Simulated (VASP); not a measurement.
# Si (Fd-3m) in VASP: notebook

The runs below take Si through single point, relaxation of cell and atoms, with PBEsol.

Everything below comes from runs of VASP 6.6.1. Logs are shortened: lines on timing, memory, paths and dates and some standing lists are left out, and cuts for length are marked.

## Step 1: The cell of the first run

The structure is cubic, space group Fd-3m (No. 227). The conventional cell has a = 5.433 Å, b = 5.433 Å, c = 5.433 Å, α = 90.00°, β = 90.00°, γ = 90.00°. Si (site symmetry -43m) has 4 Si at 2.35 Å within 3.1 Å.

## Step 2: Single point, PBEsol

File INCAR:

```
PREC = Accurate ; ENCUT = 520
EDIFF = 1E-7 ; ISMEAR = 0
SIGMA = 0.01 ; LREAL = False
LASPH = True ; NELM = 80
ALGO = Normal ; ISIF = 2
LWAVE = False ; LCHARG = False
GGA = PS ; NBANDS = 11
```

File KPOINTS:

```
regular mesh
0
Gamma
  12 12 12
```

File POSCAR:

```
Si
1.0
    0.0000000000      2.7167311890      2.7167311890
    2.7167311890      0.0000000000      2.7167311890
    2.7167311890      2.7167311890      0.0000000000
Si
2
Direct
    0.5000000000      0.5000000000      0.5000000000
    0.7500000000      0.7500000000      0.7500000000
```

Potentials or basis: VASP PAW PBE potentials, release 64 (Si).

Run with:

```
cat potpaw_PBE.64/Si/POTCAR > POTCAR
mpirun -np 1 vasp_std > vasp.out
```

OUTCAR:

```text
PREC = Accurate
   ENCUT = 520
   EDIFF = 1E-7
   ISMEAR = 0
   LREAL = False
   LASPH = True
   NELM = 80
   ISIF = 2
   GGA = PS

 ion  position               nearest neighbor table
   1  0.500  0.500  0.500-   2 2.35   2 2.35   2 2.35   2 2.35
   2  0.750  0.750  0.750-   1 2.35   1 2.35   1 2.35   1 2.35

  LATTYP: Found a face centered cubic cell.
 ALAT       =     5.4334623780

  Lattice vectors:

 A1 = (   0.0000000000,   2.7167311890,   2.7167311890)
 A2 = (   2.7167311890,   0.0000000000,   2.7167311890)
 A3 = (   2.7167311890,   2.7167311890,   0.0000000000)

Analysis of symmetry for initial positions (statically):
=====================================================================
 Subroutine PRICEL returns:
 Original cell was already a primitive cell.

 Routine SETGRP: Setting up the symmetry group for a
 face centered cubic supercell.

 Subroutine GETGRP returns: Found 48 space group operations
 (whereof 24 operations were pure point group operations)
 out of a pool of 48 trial point group operations.

The static configuration has the point symmetry T_d .
 The point group associated with its full space group is O_h .

Analysis of symmetry for dynamics (positions and initial velocities):
=====================================================================
 Subroutine PRICEL returns:
 Original cell was already a primitive cell.

 Routine SETGRP: Setting up the symmetry group for a
 face centered cubic supercell.

 Subroutine GETGRP returns: Found 48 space group operations
 (whereof 24 operations were pure point group operations)
 out of a pool of 48 trial point group operations.

The dynamic configuration has the point symmetry T_d .
 The point group associated with its full space group is O_h .

 Subroutine INISYM returns: Found 48 space group operations
 (whereof 24 operations are pure point group operations),
 and found     1 'primitive' translations

----------------------------------------------------------------------------------------

                                     Primitive cell

  volume of cell :      40.1024

  direct lattice vectors                    reciprocal lattice vectors
     0.000000000  2.716731189  2.716731189    -0.184044709  0.184044709  0.184044709
     2.716731189  0.000000000  2.716731189     0.184044709 -0.184044709  0.184044709
     2.716731189  2.716731189  0.000000000     0.184044709  0.184044709 -0.184044709

  length of vectors
     3.842038093  3.842038093  3.842038093     0.318774786  0.318774786  0.318774786

  position of ions in fractional coordinates (direct lattice)
     0.500000000  0.500000000  0.500000000
     0.750000000  0.750000000  0.750000000

  ion indices of the primitive-cell ions
   primitive index   ion index
                 1           1
                 2           2

----------------------------------------------------------------------------------------

 KPOINTS: regular mesh

Automatic generation of k-mesh.
 Grid dimensions read from file:
 generate k-points for:   12   12   12

 Generating k-lattice:

  Cartesian coordinates                     Fractional coordinates (reciprocal lattice)
    -0.015337059  0.015337059  0.015337059     0.083333333  0.000000000  0.000000000
     0.015337059 -0.015337059  0.015337059     0.000000000  0.083333333  0.000000000
     0.015337059  0.015337059 -0.015337059     0.000000000  0.000000000  0.083333333

  Length of vectors
     0.026564566  0.026564566  0.026564566

  Shift w.r.t. Gamma in fractional coordinates (k-lattice)
     0.000000000  0.000000000  0.000000000

 Subroutine IBZKPT returns following result:
 ===========================================

 Found     72 irreducible k-points:

 Following reciprocal coordinates:
            Coordinates               Weight
  0.000000  0.000000  0.000000      1.000000
  0.083333  0.000000  0.000000      8.000000
  0.166667  0.000000  0.000000      8.000000
  0.250000  0.000000  0.000000      8.000000
  0.333333  0.000000  0.000000      8.000000
  0.416667  0.000000  0.000000      8.000000
[... 16 lines left out ...]
  0.500000  0.166667  0.000000     24.000000
 -0.416667  0.166667  0.000000     24.000000
 [... further k-points ...]
   k-points           NKPTS =     72   k-points in BZ     NKDIM =     72   number of bands    NBANDS=     11
   number of dos      NEDOS =    301   number of ions     NIONS =      2
   total plane-waves  NPLWV =  27000
   dimension x,y,z NGX =    30 NGY =   30 NGZ =   30
   dimension x,y,z NGXF=    60 NGYF=   60 NGZF=   60
   ions per type =               2
   NGX,Y,Z   is equivalent  to a cutoff of  12.98, 12.98, 12.98 a.u.
   NGXF,Y,Z  is equivalent  to a cutoff of  25.96, 25.96, 25.96 a.u.
 SYSTEM =  unknown system
   PREC   = accura    normal or accurate (medium, high low for compatibility)
   ISTART =      0    job   : 0-new  1-cont  2-samecut
   ICHARG =      2    charge: 1-file 2-atom 10-const
   ISPIN  =      1    spin polarized calculation?
   LNONCOLLINEAR =      F non collinear calculations
   LSORBIT =      F    spin-orbit coupling
   LASPH  =      T    aspherical Exc in radial PAW
   ENCUT  =  520.0 eV  38.22 Ry    6.18 a.u.   7.14  7.14  7.14*2*pi/ulx,y,z
   NELM   =     80;   NELMIN=  2; NELMDL= -5     # of ELM steps
   EDIFF  = 0.1E-06   stopping-criterion for ELM
   LREAL  =      F    real-space projection
   EDIFFG = 0.1E-05   stopping-criterion for IOM
   NSW    =      0    number of steps for IOM
   IBRION =     -1    ionic relax: 0-MD 1-quasi-New 2-CG
   NFREE  =      0    steps in history (QN), initial steepest desc. (CG)
   ISIF   =      2    stress and relaxation
   ISYM   =      2    0-nonsym 1-usesym 2-fastsym
   POTIM  = 0.5000    time-step for ionic-motion
   TEBEG  =    0.0;   TEEND  =   0.0 temperature during run
   PSTRESS=    0.0 pullay stress
   NELECT =       8.0000    total number of electrons
   NUPDOWN=      -1.0000    fix difference up-down
   EMIN   =  10.00;   EMAX   =-10.00  energy-range for DOS
   EFERMI =   0.00;   METHOD = LEGACY
   ISMEAR =     0;   SIGMA  =   0.01  broadening in eV -4-tet -1-fermi 0-gaus
   EFERMI_NEDOS =   21; number of points for ismear=-14 and -15
   IALGO  =     38    algorithm
   IMIX   =      4    mixing-type and parameters
     AMIX     =   0.40;   BMIX     =  1.00
     AMIX_MAG =   1.60;   BMIX_MAG =  1.00
  volume/ion in A,a.u.               =      20.05       135.31
  Fermi-wavevector in a.u.,A,eV,Ry     =   0.956566  1.807647 12.449576  0.915018
  Thomas-Fermi vector in A             =   2.085505
   LORBIT       =      0    0 simple, 1 ext, 2 COOP (PROOUT), +10 PAW based schemes
   GGA     = PS    functional components
   LHFCALC =     F    Hartree Fock is set to
   AEXX    =    0.0000 exact exchange contribution
   IVDW    =     0    specifies the selected vdW correction
   LEPSILON=     F    determine dielectric tensor
   LRPA    =     F    only Hartree local field effects (RPA)
 non-spin polarized calculation
 Gauss-broadening in eV      SIGMA  =   0.01
  energy-cutoff  :      520.00
  volume of cell :       40.10
 maximum number of plane-waves:      1106
 NGX is ok and might be reduce to    30
   NGX = 15   NGY = 15   NGZ = 15

 number of electron       8.0000000 magnetization

 Free energy of the ion-electron system (eV)
  ---------------------------------------------------
  ext. energy  EPLUGINS =         0.00000000
  ---------------------------------------------------
  free energy    TOTEN  =       -11.49323892 eV

  energy without entropy =      -11.49323892  energy(sigma->0) =      -11.49323892

 E-fermi :   5.8439     XC(G=0):  -9.5478

 val. band max:        5.7744380076   @ k =   0.0000   0.0000   0.0000
 cond. band min:       6.2336836105   @ k =   0.4167   0.4167   0.0000
 fundamental gap:      0.4592456029
 Fermi energy:         5.8439105940

 k-point     1 :       0.0000    0.0000    0.0000
  band No.  band energies     occupation
      1      -6.2054      2.00000
      2       5.7744      2.00000
      3       5.7744      2.00000
      4       5.7744      2.00000
      5       8.2912      0.00000
      6       8.2912      0.00000
      7       8.2912      0.00000
      8       9.0813      0.00000
      9      13.4621      0.00000
     10      13.4621      0.00000
     11      13.4790      0.00000

 k-point     2 :       0.0833    0.0000    0.0000
  band No.  band energies     occupation
      1      -6.1141      2.00000
      2       4.9066      2.00000
      3       5.6289      2.00000
      4       5.6289      2.00000
      5       8.3283      0.00000
      6       8.5046      0.00000
      7       8.5046      0.00000
      8       9.7490      0.00000
      9      13.1795      0.00000
     10      13.1795      0.00000
     11      13.8742      0.00000

 k-point     3 :       0.1667    0.0000    0.0000
  band No.  band energies     occupation
      1      -5.8432      2.00000
      2       3.3766      2.00000
      3       5.3200      2.00000
      4       5.3200      2.00000
      5       8.0597      0.00000
      6       8.9417      0.00000
      7       8.9417      0.00000
      8      11.1663      0.00000
      9      12.7984      0.00000
     10      12.7984      0.00000
     11      14.6384      0.00000

 k-point     4 :       0.2500    0.0000    0.0000
  band No.  band energies     occupation
      1      -5.4033      2.00000
      2       1.8251      2.00000
      3       5.0101      2.00000
      4       5.0101      2.00000
      5       7.7306      0.00000
      6       9.2315      0.00000
      7       9.2315      0.00000
      8      12.6103      0.00000
      9      12.9049      0.00000
     10      12.9049      0.00000
     11      14.5539      0.00000
[... 239 lines left out ...]
 k-point    22 :       0.4167    0.1667    0.0000
  band No.  band energies     occupation
      1      -4.2911      2.00000
      2       0.0825      2.00000
      3       3.3166      2.00000
      4       3.9317      2.00000
      5       7.6947      0.00000
      6       9.9733      0.00000
      7      10.6158      0.00000
      8      10.7378      0.00000
      9      15.5081      0.00000
     10      15.9159      0.00000
     11      16.5263      0.00000

 k-point    23 :       0.5000    0.1667    0.0000
  band No.  band energies     occupation
      1      -3.7022      2.00000
      2      -0.8590      2.00000
      3       2.9695      2.00000
      4       3.9871      2.00000
      5       7.7254      0.00000
      6       9.8219      0.00000
      7      10.3380      0.00000
      8      12.1133      0.00000
      9      15.0478      0.00000
     10      16.1973      0.00000
     11      17.4238      0.00000

 k-point    24 :      -0.4167    0.1667    0.0000
  band No.  band energies     occupation
      1      -3.5860      2.00000
      2      -1.0208      2.00000
      3       2.7534      2.00000
      4       4.1732      2.00000
      5       7.8740      0.00000
      6       9.7690      0.00000
      7      10.1099      0.00000
      8      13.6625      0.00000
      9      14.2206      0.00000
     10      14.4989      0.00000
     11      16.7875      0.00000

 [... further k-points ...]
[... 5 lines left out ...]
  --------------------------------------------------------------------------------------
  -------------------------------------------------------------------------------------
  Total        0.0286802      0.0286802      0.0286802      0.0000000     -0.0000000     -0.0000000
  in kB        1.1458351      1.1458351      1.1458351      0.0000000     -0.0000000     -0.0000000
  external PRESSURE =       1.1458351 kB  Pullay stress =       0.0000000 kB

 VOLUME and BASIS-vectors are now :
 -----------------------------------------------------------------------------
  energy-cutoff  :      520.00
  volume of cell :       40.10
      direct lattice vectors                 reciprocal lattice vectors
     0.000000000  2.716731189  2.716731189    -0.184044709  0.184044709  0.184044709
     2.716731189  0.000000000  2.716731189     0.184044709 -0.184044709  0.184044709
     2.716731189  2.716731189  0.000000000     0.184044709  0.184044709 -0.184044709

 POSITION                                       TOTAL-FORCE (eV/Angst)
 -----------------------------------------------------------------------------------
      2.71673      2.71673      2.71673        -0.000000     -0.000000     -0.000000
      4.07510      4.07510      4.07510         0.000000      0.000000      0.000000
 -----------------------------------------------------------------------------------
    total drift:                                0.000000     -0.000000     -0.000000

  FREE ENERGIE OF THE ION-ELECTRON SYSTEM (eV)
  ---------------------------------------------------
  free  energy   TOTEN  =       -11.4932389250 eV

  energy  without entropy=      -11.4932389250  energy(sigma->0) =      -11.49323892
```

Run time: 48 s. Hardware: 1 thread of AMD EPYC 7R43 (Zen 3), shared host; peak memory 0.13 GiB.

What came out:

- Free energy: -11.4932 eV
- Pressure: 0.1 GPa
- Band gap on the k mesh: 0.46 eV, indirect (least direct gap 2.52 eV)

Levels at points of the mesh, in eV from the valence-band top:
```
           k point  band 1  band 2  band 3  band 4  band 5  band 6  band 7  band 8
(0.00, 0.00, 0.00)  -11.98    0.00    0.00    0.00    2.52    2.52    2.52    3.31
(0.50, 0.00, 0.00)   -9.63   -7.01   -1.20   -1.20    1.46    3.27    3.27    7.51
(0.50, 0.50, 0.00)   -7.82   -7.82   -2.87   -2.87    0.59    0.59   10.05   10.05
```

Caveat: the PAW data sets were made with another functional, which shifts forces and pressure a little. As with any semilocal functional, this PBEsol gap is likely too small.

## Step 3: Relaxation of cell and atoms, PBEsol

File INCAR:

```
SYSTEM = Si
PREC     = Accurate       ! precision mode
ENCUT    = 600            ! plane-wave cutoff, eV
EDIFF    = 1E-6           ! SCF threshold, eV
ISMEAR   = 0              ! smearing method
SIGMA    = 0.02           ! smearing width, eV
LREAL    = .False.        ! projectors in reciprocal space
LASPH    = .True.         ! aspherical terms in the spheres
NELM     = 100            ! most SCF steps
ALGO     = Normal         ! electronic algorithm
ISIF     = 3              ! what is computed and relaxed
LWAVE    = .False.        ! write WAVECAR
LCHARG   = .False.        ! write CHGCAR
GGA      = PS             ! functional
IBRION   = 2              ! ionic algorithm
NSW      = 100            ! ionic steps
EDIFFG   = -0.002         ! ionic threshold
```

File KPOINTS:

```
Automatic mesh
0
Gamma
  10 10 10
  0 0 0
```

File POSCAR:

```
Si
1.0
    0.0000000000      2.7185000000      2.7185000000
    2.7185000000      0.0000000000      2.7185000000
    2.7185000000      2.7185000000      0.0000000000
Si
2
Direct
    0.5000000000      0.5000000000      0.5000000000
    0.7500000000      0.7500000000      0.7500000000
```

Potentials or basis: VASP PAW PBE potentials, release 64 (Si).

Run with:

```
cat potpaw_PBE.64/Si/POTCAR > POTCAR
mpirun -np 1 vasp_std > vasp.out
```

Run time: 38 s. Hardware: 1 thread of AMD EPYC 7R43 (Zen 3), shared host; peak memory 0.14 GiB.

Results (log left out):

```yaml
Free_energy: -11.4926 eV
Relaxed_volume: 20.08 Å³/atom
Relaxed_cell: a = 3.844 Å, b = 3.844 Å, c = 3.844 Å, α = 60.00°, β = 60.00°, γ = 60.00°
Space_group_after_relaxing_to_0.05_Å: Fd-3m (No. 227)
Energy_gained_by_relaxing: 0.0 meV/atom
Ionic_steps: 3
Pressure_after_relaxing: 0.0 GPa
Band_gap_on_the_k_mesh: 0.47 eV, indirect (least direct gap 2.52 eV)
```

Final structure:
```cif
data_structure
_symmetry_space_group_name_H-M 'P 1'
_symmetry_Int_Tables_number 1
_cell_length_a 3.8437
_cell_length_b 3.8437
_cell_length_c 3.8437
_cell_angle_alpha 60.000
_cell_angle_beta 60.000
_cell_angle_gamma 60.000
_cell_volume 40.15
loop_
_atom_site_label
_atom_site_type_symbol
_atom_site_fract_x
_atom_site_fract_y
_atom_site_fract_z
_atom_site_occupancy
Si1 Si 0.50000 0.50000 0.50000 1
Si2 Si 0.75000 0.75000 0.75000 1
```

Levels at points of the mesh, in eV from the valence-band top:
| k point | band 2 | band 3 | band 4 | band 5 | band 6 | band 7 |
| --- | --- | --- | --- | --- | --- | --- |
| (0.00, 0.00, 0.00) | 0.00 | 0.00 | 0.00 | 2.52 | 2.52 | 2.52 |
| (0.50, 0.00, 0.00) | -7.00 | -1.20 | -1.20 | 1.46 | 3.27 | 3.27 |
| (0.50, 0.50, 0.00) | -7.82 | -2.87 | -2.87 | 0.60 | 0.60 | 10.04 |

Caveat: the PAW data sets were made with another functional, which shifts forces and pressure a little.

## Step 4: Relaxation of cell and atoms, PBEsol

File INCAR:

```
SYSTEM = Si
PREC = Accurate ; ENCUT = 600
EDIFF = 1E-6 ; ISMEAR = 0
SIGMA = 0.01 ; LREAL = .FALSE.
LASPH = .TRUE. ; NELM = 100
ALGO = Normal ; ISIF = 3
LWAVE = .FALSE. ; LCHARG = .FALSE.
GGA = PS ; IBRION = 2
NSW = 80 ; EDIFFG = -0.001
```

File KPOINTS:

```
Automatic mesh
0
G
  12 12 12
  0 0 0
```

File POSCAR:

```
Si
1.0
    0.0000000000      2.7167311890      2.7167311890
    2.7167311890      0.0000000000      2.7167311890
    2.7167311890      2.7167311890      0.0000000000
Si
2
Direct
    0.5000000000      0.5000000000      0.5000000000
    0.7500000000      0.7500000000      0.7500000000
```

Run with:

```
cat potpaw_PBE.64/Si/POTCAR > POTCAR
mpirun -np 1 vasp_std > vasp.out
```

It took 54 s on 1 thread of AMD EPYC 7R43 (Zen 3), shared host; peak memory 0.14 GiB.

The run converged. Its results:

- Free energy: -11.4932 eV
- Relaxed volume: 20.08 Å³/atom
- Relaxed cell: a = 3.844 Å, b = 3.844 Å, c = 3.844 Å, α = 60.00°, β = 60.00°, γ = 60.00°
- Space group after relaxing (to 0.05 Å): Fd-3m (No. 227)
- Energy gained by relaxing: 0.0 meV/atom
- Ionic steps: 3
- Pressure after relaxing: 0.0 GPa
- Band gap on the k mesh: 0.46 eV, indirect (least direct gap 2.52 eV)

Final structure:
```yaml
crystal:
  lattice:
    - [0.00000, 2.71791, 2.71791]
    - [2.71791, 0.00000, 2.71791]
    - [2.71791, 2.71791, 0.00000]
  atoms:
    - { symbol: Si, position: [0.50000, 0.50000, 0.50000] }
    - { symbol: Si, position: [0.75000, 0.75000, 0.75000] }
```

Levels at points of the mesh, in eV from the valence-band top:
```
           k point  band 1  band 2  band 3  band 4  band 5  band 6  band 7  band 8
(0.00, 0.00, 0.00)  -11.97    0.00    0.00    0.00    2.52    2.52    2.52    3.29
(0.50, 0.00, 0.00)   -9.63   -7.00   -1.20   -1.20    1.46    3.27    3.27    7.51
(0.50, 0.50, 0.00)   -7.82   -7.82   -2.87   -2.87    0.60    0.60   10.04   10.04
```

Caveat: the PAW data sets were made with another functional, which shifts forces and pressure a little.

## Step 5: Overview

```csv
task,cell,k mesh,cutoff (eV),smearing,gap on the mesh (eV),pressure (GPa),relaxed volume (Å³/atom)
single point,"a = 3.842 Å, angles 60.0°, 2 atoms",12 × 12 × 12,520,gaussian 0.01 eV,0.46,0.1,-
relaxation of cell and atoms,"relaxed from a = 3.845 Å, angles 60.0°, 2 atoms",10 × 10 × 10,600,gaussian 0.02 eV,0.47,0.0,20.08
relaxation of cell and atoms,"relaxed from a = 3.842 Å, angles 60.0°, 2 atoms",12 × 12 × 12,600,gaussian 0.01 eV,0.46,0.0,20.08
```

Alike in all rows: level PBEsol; potentials or basis VASP PAW PBE potentials, release 64 (Si); no spin polarisation.

Caveats: the PAW data sets were made with another functional, which shifts forces and pressure a little.

Absolute energies hang on the potentials; compare differences alone.
